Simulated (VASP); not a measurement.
# BN (Pm) in VASP: notebook, part 2 of 2

VASP 6.6.1. Earlier steps stand in the parts before.

**4. Single point, PBE+D3(BJ) (atoms displaced along a vibrational mode, the cell strained)**

The input, INCAR:

```
SYSTEM = BN
PREC     = Accurate       ! precision mode
ENCUT    = 520            ! plane-wave cutoff, eV
EDIFF    = 1E-7           ! SCF threshold, eV
ISMEAR   = 1              ! smearing method
SIGMA    = 0.05           ! smearing width, eV
LREAL    = .False.        ! projectors in reciprocal space
LASPH    = .True.         ! aspherical terms in the spheres
NELM     = 100            ! most SCF steps
ALGO     = Normal         ! electronic algorithm
ISIF     = 2              ! what is computed and relaxed
LWAVE    = .False.        ! write WAVECAR
LCHARG   = .False.        ! write CHGCAR
GGA      = PE             ! functional
IVDW     = 12             ! dispersion correction
NBANDS   = 16             ! bands
```

The input, KPOINTS:

```
Automatic mesh
0
Gamma
  12 12 4
  0 0 0
```

The input, POSCAR:

```
BN
1.0
    2.3306848890      0.0000000000      0.0000000000
   -1.1653424445      2.1703573356      0.0000000000
    0.0000000000      0.0000000000      6.5923998870
B N
2 2
Direct
   -0.1728768184      0.0000000000      0.5000000000
    0.5065098970      0.6666666667      0.0000000000
    0.1723419976      0.0000000000      0.0000000000
    0.4940933386      0.3333333333      0.5000000000
```

Potentials or basis: VASP PAW PBE potentials, release 64 (B, N).

Started as:

```
> cat potpaw_PBE.64/B/POTCAR potpaw_PBE.64/N/POTCAR > POTCAR
> mpirun -np 1 vasp_std > vasp.out
```

OUTCAR:

```text
SYSTEM = BN
   PREC = Accurate
   ENCUT = 520
   EDIFF = 1E-7
   ISMEAR = 1
   LREAL = .False.
   LASPH = .True.
   NELM = 100
   ISIF = 2
   GGA = PE
   IVDW = 12
 IVDW          = 12

 ion  position               nearest neighbor table
   1  0.827  0.000  0.500-   4 1.37   4 1.37   4 1.45
   2  0.507  0.667  0.000-   3 1.37   3 1.37   3 1.45
   3  0.172  0.000  0.000-   2 1.37   2 1.37   2 1.45
   4  0.494  0.333  0.500-   1 1.37   1 1.37   1 1.45

  LATTYP: Found a base centered orthorhombic cell.
 ALAT       =     2.3306848890
 B/A-ratio  =     1.8624202232
 C/A-ratio  =     2.8285247474

  Lattice vectors:

 A1 = (   1.1653424445,  -2.1703573356,   0.0000000000)
 A2 = (   1.1653424445,   2.1703573356,   0.0000000000)
 A3 = (   0.0000000000,   0.0000000000,   6.5923998870)

Analysis of symmetry for initial positions (statically):
=====================================================================
 Subroutine PRICEL returns:
 Original cell was already a primitive cell.

 Routine SETGRP: Setting up the symmetry group for a
 base centered orthorhombic supercell.

 Subroutine GETGRP returns: Found  2 space group operations
 (whereof  2 operations were pure point group operations)
 out of a pool of  8 trial point group operations.

The static configuration has the point symmetry C_1h.

Analysis of symmetry for dynamics (positions and initial velocities):
=====================================================================
 Subroutine PRICEL returns:
 Original cell was already a primitive cell.

 Routine SETGRP: Setting up the symmetry group for a
 base centered orthorhombic supercell.

 Subroutine GETGRP returns: Found  2 space group operations
 (whereof  2 operations were pure point group operations)
 out of a pool of  8 trial point group operations.

The dynamic configuration has the point symmetry C_1h.

 Subroutine INISYM returns: Found  2 space group operations
 (whereof  2 operations are pure point group operations),
 and found     1 'primitive' translations

----------------------------------------------------------------------------------------

                                     Primitive cell

  volume of cell :      33.3471

  direct lattice vectors                    reciprocal lattice vectors
     2.330684889  0.000000000  0.000000000     0.429058430  0.230376810  0.000000000
    -1.165342445  2.170357336  0.000000000     0.000000000  0.460753620  0.000000000
     0.000000000  0.000000000  6.592399887     0.000000000  0.000000000  0.151689827

  length of vectors
     2.330684889  2.463427283  6.592399887     0.486995494  0.460753620  0.151689827

  position of ions in fractional coordinates (direct lattice)
     0.827123182  0.000000000  0.500000000
     0.506509897  0.666666667  0.000000000
     0.172341998  0.000000000  0.000000000
     0.494093339  0.333333333  0.500000000

  ion indices of the primitive-cell ions
   primitive index   ion index
                 1           1
                 2           2
                 3           3
                 4           4

----------------------------------------------------------------------------------------

 KPOINTS: Automatic mesh

Automatic generation of k-mesh.
[... 25 lines left out ...]
  0.083333 -0.083333  0.000000      2.000000
  0.166667  0.000000  0.000000      2.000000
  0.166667 -0.166667  0.000000      2.000000
  0.250000  0.000000  0.000000      2.000000
[... 16 lines left out ...]
  0.416667  0.083333  0.000000      2.000000
  0.416667  0.500000  0.000000      2.000000
 [... further k-points ...]
   k-points           NKPTS =    222   k-points in BZ     NKDIM =    222   number of bands    NBANDS=     16
   number of dos      NEDOS =    301   number of ions     NIONS =      4
   total plane-waves  NPLWV =  16200
   dimension x,y,z NGX =    18 NGY =   18 NGZ =   50
   dimension x,y,z NGXF=    36 NGYF=   36 NGZF=  100
   ions per type =               2   2
   NGX,Y,Z   is equivalent  to a cutoff of  12.84, 12.15, 12.61 a.u.
   NGXF,Y,Z  is equivalent  to a cutoff of  25.68, 24.29, 25.22 a.u.
 SYSTEM =  BN
   PREC   = accura    normal or accurate (medium, high low for compatibility)
   ISTART =      0    job   : 0-new  1-cont  2-samecut
   ICHARG =      2    charge: 1-file 2-atom 10-const
   ISPIN  =      1    spin polarized calculation?
   LNONCOLLINEAR =      F non collinear calculations
   LSORBIT =      F    spin-orbit coupling
   LASPH  =      T    aspherical Exc in radial PAW
   ENCUT  =  520.0 eV  38.22 Ry    6.18 a.u.   4.33  4.58 12.26*2*pi/ulx,y,z
   NELM   =    100;   NELMIN=  2; NELMDL= -5     # of ELM steps
   EDIFF  = 0.1E-06   stopping-criterion for ELM
   LREAL  =      F    real-space projection
   EDIFFG = 0.1E-05   stopping-criterion for IOM
   NSW    =      0    number of steps for IOM
   IBRION =     -1    ionic relax: 0-MD 1-quasi-New 2-CG
   NFREE  =      0    steps in history (QN), initial steepest desc. (CG)
   ISIF   =      2    stress and relaxation
   ISYM   =      2    0-nonsym 1-usesym 2-fastsym
   POTIM  = 0.5000    time-step for ionic-motion
   TEBEG  =    0.0;   TEEND  =   0.0 temperature during run
   PSTRESS=    0.0 pullay stress
   NELECT =      16.0000    total number of electrons
   NUPDOWN=      -1.0000    fix difference up-down
   EMIN   =  10.00;   EMAX   =-10.00  energy-range for DOS
   EFERMI =   0.00;   METHOD = LEGACY
   ISMEAR =     1;   SIGMA  =   0.05  broadening in eV -4-tet -1-fermi 0-gaus
   EFERMI_NEDOS =   21; number of points for ismear=-14 and -15
   IALGO  =     38    algorithm
   IMIX   =      4    mixing-type and parameters
     AMIX     =   0.40;   BMIX     =  1.00
     AMIX_MAG =   1.60;   BMIX_MAG =  1.00
  volume/ion in A,a.u.               =       8.34        56.26
  Fermi-wavevector in a.u.,A,eV,Ry     =   1.281628  2.421926 22.348532  1.642571
  Thomas-Fermi vector in A             =   2.413987
   LORBIT       =      0    0 simple, 1 ext, 2 COOP (PROOUT), +10 PAW based schemes
   GGA     = PE    functional components
   LHFCALC =     F    Hartree Fock is set to
   AEXX    =    0.0000 exact exchange contribution
   IVDW    =    12    specifies the selected vdW correction
   LEPSILON=     F    determine dielectric tensor
   LRPA    =     F    only Hartree local field effects (RPA)
 non-spin polarized calculation
 Methfessel and Paxton  Order N= 1 SIGMA  =   0.05
  energy-cutoff  :      520.00
  volume of cell :       33.35
 maximum number of plane-waves:       924
 NGX is ok and might be reduce to    18
   NGX =  9   NGY =  9   NGZ = 25

 number of electron      15.9999996 magnetization

 Free energy of the ion-electron system (eV)
  ---------------------------------------------------
  ext. energy  EPLUGINS =         0.00000000
  ---------------------------------------------------
  free energy    TOTEN  =       -34.49627956 eV

  energy without entropy =      -34.49629034  energy(sigma->0) =      -34.49628315

 E-fermi :   3.1619     XC(G=0): -10.3410

 val. band max:        3.1200983063   @ k =   0.4167   0.3333   0.0000
 cond. band min:       6.8439334879   @ k =   0.5000   0.5000   0.0000
 fundamental gap:      3.7238351816
 Fermi energy:         3.1619495522

 k-point     1 :       0.0000    0.0000    0.0000
  band No.  band energies     occupation
      1     -15.6532      2.00000
      2     -15.3548      2.00000
      3      -3.9866      2.00000
      4      -1.8729      2.00000
      5       1.3701      2.00000
      6       1.3787      2.00000
[... 433 lines left out ...]
      3      -6.2043      2.00000
      4      -5.9613      2.00000
      5      -2.1936      2.00000
      6      -2.1396      2.00000
[... 8 lines left out ...]
     15      18.3786      0.00000
     16      21.3767      0.00000

 [... further k-points ...]

------------------------ aborting loop because EDIFF is reached ----------------------------------------

 Edisp (eV)   -0.60928

 E8    (eV) :    -0.1786

  FORCE on cell =-STRESS in cart. coord.  units (eV):
  Direction    XX          YY          ZZ          XY          YZ          ZX
  --------------------------------------------------------------------------------------
  -------------------------------------------------------------------------------------
  Total      16.91233     3.26317     0.10387     0.08462     0.00000     0.00000
  in kB     812.56026   156.78067     4.99054     4.06546     0.00000     0.00000
  external pressure =      324.78 kB  Pullay stress =        0.00 kB

 VOLUME and BASIS-vectors are now :
 -----------------------------------------------------------------------------
  energy-cutoff  :      520.00
  volume of cell :       33.35
      direct lattice vectors                 reciprocal lattice vectors
     2.330684889  0.000000000  0.000000000     0.429058430  0.230376810  0.000000000
    -1.165342445  2.170357336  0.000000000     0.000000000  0.460753620  0.000000000
     0.000000000  0.000000000  6.592399887     0.000000000  0.000000000  0.151689827

 POSITION                                       TOTAL-FORCE (eV/Angst)
 -----------------------------------------------------------------------------------
      1.92776      0.00000      3.29620         0.042500     -1.403703      0.000000
      0.40362      1.44690      0.00000        -0.102835     -1.386912      0.000000
      0.40167      0.00000      0.00000         0.075415      1.327506      0.000000
      0.76313      0.72345      3.29620        -0.015079      1.463110      0.000000
 -----------------------------------------------------------------------------------
    total drift:                                0.000042      0.000075     -0.000000

  FREE ENERGIE OF THE ION-ELECTRON SYSTEM (eV)
  ---------------------------------------------------
  free  energy   TOTEN  =       -35.1055574868 eV

  energy  without entropy=      -35.1055682605  energy(sigma->0) =      -35.10556108
```

Run time: 2.1 min. Hardware: 1 thread of Intel Xeon 8259CL, shared host; peak memory 0.23 GiB.

What came out:

* Free energy: -35.1056 eV
* Pressure: 32.5 GPa
* Largest force: 1.463 eV/Å
* Band gap on the k mesh: 3.72 eV (least direct gap 4.08 eV)
* Dispersion energy per atom: -0.152 eV

Forces on the atoms (eV/Å):
```
B    0.043 -1.404  0.000
B   -0.103 -1.387  0.000
N    0.075  1.328  0.000
N   -0.015  1.463  0.000
```

Caveat: the cell differs from its parent crystal (atoms displaced along a vibrational mode, the cell strained); the cell stands under pressure; forces of over 1 eV/Å act on the atoms, so gaps and moduli don't describe the material at rest.

**5. Single point, PBE+D3(BJ) (atoms displaced along a vibrational mode, the cell strained)**

The input, INCAR:

```
PREC = Accurate ; ENCUT = 520
EDIFF = 1E-7 ; ISMEAR = 1
SIGMA = 0.05 ; LREAL = False
LASPH = True ; NELM = 100
ALGO = Normal ; ISIF = 2
LWAVE = False ; LCHARG = False
GGA = PE ; IVDW = 12
NBANDS = 16
```

The input, KPOINTS:

```
regular mesh
0
Gamma
  12 12 4
```

The input, POSCAR:

```
BN
1.0
    2.3306848890      0.0000000000      0.0000000000
   -1.1653424445      2.1703573356      0.0000000000
    0.0000000000      0.0000000000      6.5923998870
B N
2 2
Direct
   -0.1383014547      0.0000000000      0.5000000000
    0.4718745842      0.6666666667      0.0000000000
    0.1378735981      0.0000000000      0.0000000000
    0.5286080042      0.3333333333      0.5000000000
```

Potentials or basis: VASP PAW PBE potentials, release 64 (B, N).

Started as:

```
> cat potpaw_PBE.64/B/POTCAR potpaw_PBE.64/N/POTCAR > POTCAR
> mpirun -np 1 vasp_std > vasp.out
```

OUTCAR:

```text
PREC = Accurate
   ENCUT = 520
   EDIFF = 1E-7
   ISMEAR = 1
   LREAL = False
   LASPH = True
   NELM = 100
   ISIF = 2
   GGA = PE
   IVDW = 12
 IVDW          = 12

 ion  position               nearest neighbor table
   1  0.862  0.000  0.500-   4 1.37   4 1.37   4 1.45
   2  0.472  0.667  0.000-   3 1.37   3 1.37   3 1.45
   3  0.138  0.000  0.000-   2 1.37   2 1.37   2 1.45
   4  0.529  0.333  0.500-   1 1.37   1 1.37   1 1.45

  LATTYP: Found a base centered orthorhombic cell.
 ALAT       =     2.3306848890
 B/A-ratio  =     1.8624202232
 C/A-ratio  =     2.8285247474

  Lattice vectors:

 A1 = (   1.1653424445,  -2.1703573356,   0.0000000000)
 A2 = (   1.1653424445,   2.1703573356,   0.0000000000)
 A3 = (   0.0000000000,   0.0000000000,   6.5923998870)

Analysis of symmetry for initial positions (statically):
=====================================================================
 Subroutine PRICEL returns:
 Original cell was already a primitive cell.

 Routine SETGRP: Setting up the symmetry group for a
 base centered orthorhombic supercell.

 Subroutine GETGRP returns: Found  2 space group operations
 (whereof  2 operations were pure point group operations)
 out of a pool of  8 trial point group operations.

The static configuration has the point symmetry C_1h.

Analysis of symmetry for dynamics (positions and initial velocities):
=====================================================================
 Subroutine PRICEL returns:
 Original cell was already a primitive cell.

 Routine SETGRP: Setting up the symmetry group for a
 base centered orthorhombic supercell.

 Subroutine GETGRP returns: Found  2 space group operations
 (whereof  2 operations were pure point group operations)
 out of a pool of  8 trial point group operations.

The dynamic configuration has the point symmetry C_1h.
[... 122 lines left out ...]
     AMIX     =   0.40;   BMIX     =  1.00
     AMIX_MAG =   1.60;   BMIX_MAG =  1.00
  volume/ion in A,a.u.               =       8.34        56.26
  Fermi-wavevector in a.u.,A,eV,Ry     =   1.281628  2.421926 22.348532  1.642571
  Thomas-Fermi vector in A             =   2.413987
   LORBIT       =      0    0 simple, 1 ext, 2 COOP (PROOUT), +10 PAW based schemes
   GGA     = PE    functional components
   LHFCALC =     F    Hartree Fock is set to
   AEXX    =    0.0000 exact exchange contribution
   IVDW    =    12    specifies the selected vdW correction
   LEPSILON=     F    determine dielectric tensor
   LRPA    =     F    only Hartree local field effects (RPA)
 non-spin polarized calculation
 Methfessel and Paxton  Order N= 1 SIGMA  =   0.05
  energy-cutoff  :      520.00
  volume of cell :       33.35
 maximum number of plane-waves:       924
 NGX is ok and might be reduce to    18
   NGX =  9   NGY =  9   NGZ = 25

 number of electron      15.9999997 magnetization

 Free energy of the ion-electron system (eV)
  ---------------------------------------------------
  ext. energy  EPLUGINS =         0.00000000
  ---------------------------------------------------
  free energy    TOTEN  =       -34.50119013 eV

  energy without entropy =      -34.50120050  energy(sigma->0) =      -34.50119359

 E-fermi :   3.1314     XC(G=0): -10.3422

 val. band max:        3.0893630417   @ k =   0.4167   0.3333   0.0000
 cond. band min:       6.8738442242   @ k =   0.5000   0.5000   0.0000
 fundamental gap:      3.7844811824
 Fermi energy:         3.1313601401

 k-point     1 :       0.0000    0.0000    0.0000
  band No.  band energies     occupation
      1     -15.6550      2.00000
      2     -15.3556      2.00000
      3      -3.9871      2.00000
      4      -1.8744      2.00000
      5       1.3593      2.00000
      6       1.3867      2.00000
[... 433 lines left out ...]
      3      -6.2042      2.00000
      4      -5.9639      2.00000
      5      -2.1996      2.00000
      6      -2.1352      2.00000
[... 8 lines left out ...]
     15      18.3814      0.00000
     16      21.2367      0.00000

 [... further k-points ...]

------------------------ aborting loop because EDIFF is reached ----------------------------------------

 Edisp (eV)   -0.60928

 E8    (eV) :    -0.1786

  FORCE on cell =-STRESS in cart. coord.  units (eV):
  Direction    XX          YY          ZZ          XY          YZ          ZX
  --------------------------------------------------------------------------------------
  -------------------------------------------------------------------------------------
  Total      16.93349     3.26834     0.05205     0.08781     0.00000     0.00000
  in kB     813.57714   157.02881     2.50098     4.21882     0.00000     0.00000
  external pressure =      324.37 kB  Pullay stress =        0.00 kB

 VOLUME and BASIS-vectors are now :
 -----------------------------------------------------------------------------
  energy-cutoff  :      520.00
  volume of cell :       33.35
      direct lattice vectors                 reciprocal lattice vectors
     2.330684889  0.000000000  0.000000000     0.429058430  0.230376810  0.000000000
    -1.165342445  2.170357336  0.000000000     0.000000000  0.460753620  0.000000000
     0.000000000  0.000000000  6.592399887     0.000000000  0.000000000  0.151689827

 POSITION                                       TOTAL-FORCE (eV/Angst)
 -----------------------------------------------------------------------------------
      2.00835      0.00000      3.29620         0.033424     -1.399803      0.000000
      0.32290      1.44690      0.00000        -0.076555     -1.388944      0.000000
      0.32134      0.00000      0.00000         0.044225      1.342151      0.000000
      0.84357      0.72345      3.29620        -0.001094      1.446596      0.000000
 -----------------------------------------------------------------------------------
    total drift:                                0.000060      0.000205     -0.000000

  FREE ENERGIE OF THE ION-ELECTRON SYSTEM (eV)
  ---------------------------------------------------
  free  energy   TOTEN  =       -35.1104712963 eV

  energy  without entropy=      -35.1104816757  energy(sigma->0) =      -35.11047476
```

stdout:

```text
POSCAR found type information on POSCAR B N
 POSCAR found :  2 types and       4 ions
 scaLAPACK will be used
 LDA part: xc-table for (Slater+PW92), standard interpolation
 POSCAR, INCAR and KPOINTS ok, starting setup
 FFT: planning ... GRIDC
 FFT: planning ... GRID_SOFT
 FFT: planning ... GRID
 WAVECAR not read
 entering main loop
```

Wall time 2.3 min (1 thread of Intel Xeon 8259CL, shared host); peak memory 0.23 GiB.

What came out:

```
Free energy                : -35.1105 eV
Pressure                   : 32.4 GPa
Largest force              : 1.447 eV/Å
Band gap on the k mesh     : 3.78 eV (least direct gap 4.14 eV)
Dispersion energy per atom : -0.152 eV
```

Forces on the atoms (eV/Å):
```
B    0.033 -1.400  0.000
B   -0.077 -1.389  0.000
N    0.044  1.342  0.000
N   -0.001  1.447  0.000
```

Levels at points of the mesh, in eV from the valence-band top:
| k point | band 6 | band 7 | band 8 | band 9 | band 10 | band 11 |
| --- | --- | --- | --- | --- | --- | --- |
| (0.00, 0.00, 0.00) | -1.70 | -1.18 | -1.16 | 4.93 | 10.36 | 10.65 |
| (0.50, 0.00, 0.00) | -4.87 | -1.31 | -0.90 | 4.55 | 5.44 | 9.62 |
| (0.50, 0.50, 0.00) | -4.87 | -1.63 | -0.42 | 3.78 | 6.15 | 9.66 |
| (0.00, 0.50, 0.00) | -3.70 | -2.16 | -1.51 | 4.05 | 5.43 | 10.94 |
| (0.00, 0.00, 0.50) | -1.70 | -1.18 | -1.16 | 7.38 | 7.39 | 10.97 |
| (0.50, 0.00, 0.50) | -4.89 | -1.05 | -1.04 | 4.69 | 4.77 | 9.97 |
| (0.50, 0.50, 0.50) | -4.88 | -1.07 | -1.04 | 4.76 | 4.76 | 10.04 |
| (0.00, 0.50, 0.50) | -3.70 | -1.80 | -1.77 | 4.41 | 4.44 | 11.93 |

Caveat: the cell differs from its parent crystal (atoms displaced along a vibrational mode, the cell strained); the cell stands under pressure; forces of over 1 eV/Å act on the atoms, so gaps and moduli don't describe the material at rest. A k mesh can miss the band edges.

**6. Overview**

| cell | gap on the mesh (eV) | pressure (GPa) | largest force (eV/Å) |
| --- | --- | --- | --- |
| a = 2.623, b = 2.536, c = 6.592 Å, angles 90.0, 90.0, 121.1°, 4 atoms, atomic positions A | 3.19 | -14.2 | 0.47 |
| a = 2.682, b = 2.551, c = 6.592 Å, angles 90.0, 90.0, 121.7°, 4 atoms, atomic positions A | 3.10 | -19.8 | 0.54 |
| a = 2.331, b = 2.463, c = 6.592 Å, angles 90.0, 90.0, 118.2°, 4 atoms, atomic positions A | 3.72 | 32.5 | 1.46 |
| a = 2.331, b = 2.463, c = 6.592 Å, angles 90.0, 90.0, 118.2°, 4 atoms, atomic positions B | 3.78 | 32.4 | 1.45 |

Alike in all rows: task single point; level PBE+D3(BJ); potentials or basis VASP PAW PBE potentials, release 64 (B, N); no spin polarisation; k mesh 12 × 12 × 4; cutoff (eV) 520; smearing methfessel-paxton 0.05 eV.

Caveats: the cell stands under tension (at least some runs); the cell stands under pressure (at least some runs); forces of over 1 eV/Å act on the atoms, so gaps and moduli don't describe the material at rest (at least some runs).

Total energies depend on the potentials used, so only differences within one code and one set of settings carry meaning.
